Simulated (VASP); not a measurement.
A run of VASP 6.6.1 is set up as follows.

File INCAR:

```
SYSTEM = GaP
PREC = Accurate
ENCUT = 520
EDIFF = 1E-6
ISMEAR = 0
SIGMA = 0.05
LREAL = .False.
LASPH = .True.
NELM = 60
ALGO = Normal
ISIF = 2
LWAVE = .False.
LCHARG = .True.
LELF = .True.
LVHAR = .True.
NBANDS = 26
```

Contents of KPOINTS:

```
regular mesh
0
Gamma
  9 9 9
  0 0 0
```

The input POSCAR:

```
GaP
1.0
    1.9009516750      1.0975149613      5.9412343650
   -1.9009516750      1.0975149613      5.9412343650
    0.0000000000     -2.1950299225      5.9412343650
Ga P
2 2
Direct
    0.4359784395      0.4359784395      0.4359784395
    0.5640215605      0.5640215605      0.5640215605
    0.0580350955      0.0580350955      0.0580350955
    0.9419649045      0.9419649045      0.9419649045
```

Potentials or basis: VASP PAW LDA potentials, release 64 (Ga_d, P).

Run with:

```sh
$ cat potpaw_LDA.64/Ga_d/POTCAR potpaw_LDA.64/P/POTCAR > POTCAR
$ mpirun -np 1 vasp_std > vasp.out
```

Problem. Predict the largest force.

Solution. 1.315 eV/Å.

Problem. Predict the pressure.

Solution. 6.5 GPa.

Problem. Estimate the band gap on the k mesh.

Solution. 0.76 eV (least direct gap 0.78 eV).

Forces on the atoms (eV/Å):
```
Ga   0.000  0.000 -0.657
Ga   0.000  0.000  0.657
P    0.000  0.000  1.315
P    0.000  0.000 -1.315
```

Caveat: the stress differs along the axes, from 1 to 18 GPa; semilocal functionals underestimate gaps, and a narrow one can read as zero; forces of over 1 eV/Å act on the atoms, so gaps and moduli don't describe the material at rest. A k mesh can miss the band edges.
